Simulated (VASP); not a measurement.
# YB6 (Pm-3m) in VASP: relaxation of the atoms with LDA

Aim: the relaxation of the atoms of YB6 with LDA.

Program: VASP 6.6.1. These are calculated values, not measurements. Logs are shortened: lines on timing, memory, paths and dates and some standing lists are left out, and cuts for length are marked.

**1. The cell of the first run**

Symmetry: Pm-3m, No. 221, cubic system. The conventional cell has a = 4.127 Å, b = 4.127 Å, c = 4.127 Å, α = 90.00°, β = 90.00°, γ = 90.00°. Y (site symmetry m-3m) has 24 B at 3.04 Å and 6 Y at 4.13 Å within 4.2 Å. Within 2.3 Å of B (site symmetry 4mm) lie 5 B at 1.71 Å.

**2. Relaxation of the atoms, LDA**

Input file INCAR:

```
PREC = Accurate
ENCUT = 450
EDIFF = 1E-7
ISMEAR = 0
SIGMA = 0.1
LREAL = False
LASPH = True
NELM = 120
ALGO = Normal
ISIF = 2
LWAVE = False
LCHARG = False
IBRION = 2
NSW = 80
EDIFFG = -0.002
GGA_COMPAT = False
NELMIN = 4
```

Input file KPOINTS:

```
regular mesh
0
Gamma
  12 12 12
```

Input file POSCAR:

```
YB6
1.0
    4.1273544337      0.0000000000      0.0000000000
    0.0000000000      4.1273544337      0.0000000000
    0.0000000000      0.0000000000      4.1273544337
Y B
1 6
Direct
    0.0000000000      0.0000000000      0.0000000000
    0.2070000000      0.5000000000      0.5000000000
    0.5000000000      0.2070000000      0.5000000000
    0.7930000000      0.5000000000      0.5000000000
    0.5000000000      0.7930000000      0.5000000000
    0.5000000000      0.5000000000      0.2070000000
    0.5000000000      0.5000000000      0.7930000000
```

Potentials or basis: VASP PAW LDA potentials, release 64 (Y_sv, B).

On the command line:

```sh
> cat potpaw_LDA.64/Y_sv/POTCAR potpaw_LDA.64/B/POTCAR > POTCAR
> mpirun -np 1 vasp_std > vasp.out
```

OUTCAR:

```text
PREC = Accurate
   ENCUT = 450
   EDIFF = 1E-7
   ISMEAR = 0
   LREAL = False
   LASPH = True
   NELM = 120
   ISIF = 2
   IBRION = 2
   NSW = 80
   EDIFFG = -0.002
   NELMIN = 4

 ion  position               nearest neighbor table
   1  0.000  0.000  0.000-   2 3.04   3 3.04   4 3.04   5 3.04   2 3.04   3 3.04   4 3.04   5 3.04
                             2 3.04   4 3.04   2 3.04   4 3.04   3 3.04   5 3.04   3 3.04   5 3.04
   2  0.207  0.500  0.500-   4 1.71   3 1.71   5 1.71   6 1.71   7 1.71   1 3.04   1 3.04   1 3.04
                             1 3.04
   3  0.500  0.207  0.500-   5 1.71   4 1.71   2 1.71   6 1.71   7 1.71   1 3.04   1 3.04   1 3.04
                             1 3.04
   4  0.793  0.500  0.500-   2 1.71   3 1.71   5 1.71   6 1.71   7 1.71   1 3.04   1 3.04   1 3.04
                             1 3.04
   5  0.500  0.793  0.500-   3 1.71   2 1.71   4 1.71   6 1.71   7 1.71   1 3.04   1 3.04   1 3.04
                             1 3.04
   6  0.500  0.500  0.207-   7 1.71   3 1.71   4 1.71   5 1.71   2 1.71   1 3.04   1 3.04   1 3.04
                             1 3.04
   7  0.500  0.500  0.793-   6 1.71   3 1.71   4 1.71   5 1.71   2 1.71   1 3.04   1 3.04   1 3.04
                             1 3.04

  LATTYP: Found a simple cubic cell.
 ALAT       =     4.1273544337

  Lattice vectors:

 A1 = (   4.1273544337,   0.0000000000,   0.0000000000)
 A2 = (   0.0000000000,   4.1273544337,   0.0000000000)
 A3 = (   0.0000000000,   0.0000000000,   4.1273544337)

Analysis of symmetry for initial positions (statically):
=====================================================================
 Subroutine PRICEL returns:
 Original cell was already a primitive cell.

 Routine SETGRP: Setting up the symmetry group for a
 simple cubic supercell.

 Subroutine GETGRP returns: Found 48 space group operations
 (whereof 48 operations were pure point group operations)
 out of a pool of 48 trial point group operations.

The static configuration has the point symmetry O_h .

Analysis of symmetry for dynamics (positions and initial velocities):
=====================================================================
 Subroutine PRICEL returns:
 Original cell was already a primitive cell.

 Routine SETGRP: Setting up the symmetry group for a
 simple cubic supercell.

 Subroutine GETGRP returns: Found 48 space group operations
 (whereof 48 operations were pure point group operations)
 out of a pool of 48 trial point group operations.

The dynamic configuration has the point symmetry O_h .

 Subroutine INISYM returns: Found 48 space group operations
 (whereof 48 operations are pure point group operations),
 and found     1 'primitive' translations

----------------------------------------------------------------------------------------

                                     Primitive cell

  volume of cell :      70.3097

  direct lattice vectors                    reciprocal lattice vectors
     4.127354434  0.000000000  0.000000000     0.242285952  0.000000000  0.000000000
     0.000000000  4.127354434  0.000000000     0.000000000  0.242285952  0.000000000
     0.000000000  0.000000000  4.127354434     0.000000000  0.000000000  0.242285952

  length of vectors
     4.127354434  4.127354434  4.127354434     0.242285952  0.242285952  0.242285952

  position of ions in fractional coordinates (direct lattice)
     0.000000000  0.000000000  0.000000000
     0.207000000  0.500000000  0.500000000
     0.500000000  0.207000000  0.500000000
     0.793000000  0.500000000  0.500000000
     0.500000000  0.793000000  0.500000000
     0.500000000  0.500000000  0.207000000
     0.500000000  0.500000000  0.793000000

  ion indices of the primitive-cell ions
   primitive index   ion index
                 1           1
                 2           2
                 3           3
                 4           4
                 5           5
                 6           6
                 7           7

----------------------------------------------------------------------------------------

 KPOINTS: regular mesh

Automatic generation of k-mesh.
 Grid dimensions read from file:
 generate k-points for:   12   12   12

 Generating k-lattice:

  Cartesian coordinates                     Fractional coordinates (reciprocal lattice)
     0.020190496  0.000000000  0.000000000     0.083333333  0.000000000  0.000000000
     0.000000000  0.020190496  0.000000000     0.000000000  0.083333333  0.000000000
     0.000000000  0.000000000  0.020190496     0.000000000  0.000000000  0.083333333

  Length of vectors
     0.020190496  0.020190496  0.020190496

  Shift w.r.t. Gamma in fractional coordinates (k-lattice)
     0.000000000  0.000000000  0.000000000

 Subroutine IBZKPT returns following result:
 ===========================================

 Found     84 irreducible k-points:

 Following reciprocal coordinates:
            Coordinates               Weight
  0.000000  0.000000  0.000000      1.000000
  0.083333  0.000000  0.000000      6.000000
  0.166667  0.000000  0.000000      6.000000
  0.250000  0.000000  0.000000      6.000000
  0.333333  0.000000  0.000000      6.000000
  0.416667  0.000000  0.000000      6.000000
[... 16 lines left out ...]
  0.333333  0.333333  0.000000     12.000000
  0.416667  0.333333  0.000000     24.000000
 [... further k-points ...]
   k-points           NKPTS =     84   k-points in BZ     NKDIM =     84   number of bands    NBANDS=     18
   number of dos      NEDOS =    301   number of ions     NIONS =      7
   total plane-waves  NPLWV =  27000
   dimension x,y,z NGX =    30 NGY =   30 NGZ =   30
   dimension x,y,z NGXF=    60 NGYF=   60 NGZF=   60
   ions per type =               1   6
   NGX,Y,Z   is equivalent  to a cutoff of  12.08, 12.08, 12.08 a.u.
   NGXF,Y,Z  is equivalent  to a cutoff of  24.17, 24.17, 24.17 a.u.
 SYSTEM =  unknown system
   PREC   = accura    normal or accurate (medium, high low for compatibility)
   ISTART =      0    job   : 0-new  1-cont  2-samecut
   ICHARG =      2    charge: 1-file 2-atom 10-const
   ISPIN  =      1    spin polarized calculation?
   LNONCOLLINEAR =      F non collinear calculations
   LSORBIT =      F    spin-orbit coupling
   LASPH  =      T    aspherical Exc in radial PAW
   ENCUT  =  450.0 eV  33.07 Ry    5.75 a.u.   7.14  7.14  7.14*2*pi/ulx,y,z
   NELM   =    120;   NELMIN=  4; NELMDL= -5     # of ELM steps
   EDIFF  = 0.1E-06   stopping-criterion for ELM
   LREAL  =      F    real-space projection
   EDIFFG = -.2E-02   stopping-criterion for IOM
   NSW    =     80    number of steps for IOM
   IBRION =      2    ionic relax: 0-MD 1-quasi-New 2-CG
   NFREE  =      1    steps in history (QN), initial steepest desc. (CG)
   ISIF   =      2    stress and relaxation
   ISYM   =      2    0-nonsym 1-usesym 2-fastsym
   POTIM  = 0.5000    time-step for ionic-motion
   TEBEG  =    0.0;   TEEND  =   0.0 temperature during run
   PSTRESS=    0.0 pullay stress
   NELECT =      29.0000    total number of electrons
   NUPDOWN=      -1.0000    fix difference up-down
   EMIN   =  10.00;   EMAX   =-10.00  energy-range for DOS
   EFERMI =   0.00;   METHOD = LEGACY
   ISMEAR =     0;   SIGMA  =   0.10  broadening in eV -4-tet -1-fermi 0-gaus
   EFERMI_NEDOS =   21; number of points for ismear=-14 and -15
   IALGO  =     38    algorithm
   IMIX   =      4    mixing-type and parameters
     AMIX     =   0.40;   BMIX     =  1.00
     AMIX_MAG =   1.60;   BMIX_MAG =  1.00
  volume/ion in A,a.u.               =      10.04        67.78
  Fermi-wavevector in a.u.,A,eV,Ry     =   1.218622  2.302862 20.205195  1.485040
  Thomas-Fermi vector in A             =   2.353902
   LORBIT       =      0    0 simple, 1 ext, 2 COOP (PROOUT), +10 PAW based schemes
   GGA     = CA    functional components
   LHFCALC =     F    Hartree Fock is set to
   AEXX    =    0.0000 exact exchange contribution
   IVDW    =     0    specifies the selected vdW correction
   LEPSILON=     F    determine dielectric tensor
   LRPA    =     F    only Hartree local field effects (RPA)
 conjugate gradient relaxation of ions
 non-spin polarized calculation
 Gauss-broadening in eV      SIGMA  =   0.10
  energy-cutoff  :      450.00
  volume of cell :       70.31
 maximum number of plane-waves:      1568
 NGX is ok and might be reduce to    30
   NGX = 15   NGY = 15   NGZ = 15

--------------------------------------- Ionic step        1  -------------------------------------------

 number of electron      28.9999999 magnetization

 Free energy of the ion-electron system (eV)
  ---------------------------------------------------
  ext. energy  EPLUGINS =         0.00000000
  ---------------------------------------------------
  free energy    TOTEN  =       -54.31108014 eV

  energy without entropy =      -54.30644672  energy(sigma->0) =      -54.30876343

------------------------ aborting loop because EDIFF is reached ----------------------------------------

  FORCE on cell =-STRESS in cart. coord.  units (eV):
  Direction    XX          YY          ZZ          XY          YZ          ZX
  --------------------------------------------------------------------------------------
  -------------------------------------------------------------------------------------
  Total       -3.4504169     -3.4504169     -3.4504169     -0.0000000     -0.0000000     -0.0000000
  in kB      -78.6261223    -78.6261223    -78.6261223     -0.0000000     -0.0000000     -0.0000000
  external PRESSURE =     -78.6261223 kB  Pullay stress =       0.0000000 kB
[... 104 lines left out ...]
  FREE ENERGIE OF THE ION-ELECTRON SYSTEM (eV)
  ---------------------------------------------------
  free  energy   TOTEN  =       -54.4817140628 eV

  energy  without entropy=      -54.4770917047  energy(sigma->0) =      -54.47940288

[... ionic steps 4 to 15 ...]

--------------------------------------- Ionic step       16  -------------------------------------------

 number of electron      29.0000000 magnetization

------------------------ aborting loop because EDIFF is reached ----------------------------------------
[... 77 lines left out ...]
--------------------------------------- Ionic step       18  -------------------------------------------

 number of electron      29.0000000 magnetization

 Free energy of the ion-electron system (eV)
  ---------------------------------------------------
  ext. energy  EPLUGINS =         0.00000000
  ---------------------------------------------------
  free energy    TOTEN  =       -54.48173743 eV

  energy without entropy =      -54.47712056  energy(sigma->0) =      -54.47942900

 E-fermi :   6.3776     XC(G=0): -11.2450

 val. band max:        6.3296918707   @ k =   0.4167   0.3333   0.0000
 cond. band min:       6.4250511009   @ k =   0.5000   0.3333   0.0833
 fundamental gap:      0.0953592301
 Fermi energy:         6.3775878267

 k-point     1 :       0.0000    0.0000    0.0000
  band No.  band energies     occupation
      1     -37.6646      2.00000
      2     -17.7115      2.00000
      3     -17.7115      2.00000
      4     -17.7115      2.00000
      5      -9.4247      2.00000
      6      -2.0990      2.00000
[... 481 lines left out ...]
      5      -8.8534      2.00000
      6      -3.9330      2.00000
[... 10 lines left out ...]
     17       8.5154      0.00000
     18       9.0986      0.00000

 [... further k-points ...]

------------------------ aborting loop because EDIFF is reached ----------------------------------------

  FORCE on cell =-STRESS in cart. coord.  units (eV):
  Direction    XX          YY          ZZ          XY          YZ          ZX
  --------------------------------------------------------------------------------------
  -------------------------------------------------------------------------------------
  Total       -4.5243366     -4.5243366     -4.5243366      0.0000000      0.0000000     -0.0000000
  in kB     -103.0979881   -103.0979881   -103.0979881      0.0000000      0.0000000     -0.0000000
  external PRESSURE =    -103.0979881 kB  Pullay stress =       0.0000000 kB
[... 22 lines left out ...]
  FREE ENERGIE OF THE ION-ELECTRON SYSTEM (eV)
  ---------------------------------------------------
  free  energy   TOTEN  =       -54.4817374255 eV

  energy  without entropy=      -54.4771205646  energy(sigma->0) =      -54.47942900

 reached required accuracy - stopping structural energy minimisation
```

Run time: 15 min. Hardware: 1 thread of Intel Xeon 8259CL, shared host; peak memory 0.2 GiB.

Results:

| Quantity | Value |
| --- | --- |
| Free energy | -54.4817 eV |
| Energy gained by relaxing | 24.4 meV/atom |
| Ionic steps | 18 |
| Pressure after relaxing | -10.3 GPa |
| Band gap on the k mesh | zero (an odd number of electrons rules out a gap without spin polarisation) |

The path:
```csv
step,energy change (eV),largest force (eV/Å),pressure (GPa)
1,0.0000,1.9067,-7.86
2,0.6126,4.3354,-9.96
3,-0.1706,0.0226,-10.33
4,-0.1706,0.0166,-10.30
5,-0.1706,0.0161,-10.30
6,-0.1706,0.0149,-10.30
7,-0.1706,0.0149,-10.30
8,-0.1706,0.0149,-10.30
9,-0.1706,0.0149,-10.30
10,-0.1706,0.0148,-10.30
11,-0.1706,0.0146,-10.30
12,-0.1706,0.0144,-10.30
13,-0.1706,0.0138,-10.30
14,-0.1706,0.0126,-10.30
15,-0.1707,0.0103,-10.30
16,-0.1707,0.0055,-10.31
17,-0.1707,0.0039,-10.31
18,-0.1707,0.0001,-10.31
```

Final structure:
```
Y B
1.0
     4.12735    0.00000    0.00000
     0.00000    4.12735    0.00000
     0.00000    0.00000    4.12735
Y B
1 6
Cartesian
  0.0000 0.0000 0.0000
  0.8246 2.0637 2.0637
  2.0637 0.8246 2.0637
  3.3028 2.0637 2.0637
  2.0637 3.3028 2.0637
  2.0637 2.0637 0.8246
  2.0637 2.0637 3.3028
```

The gap in the log of VASP goes by the Fermi energy; the results here count the filled bands.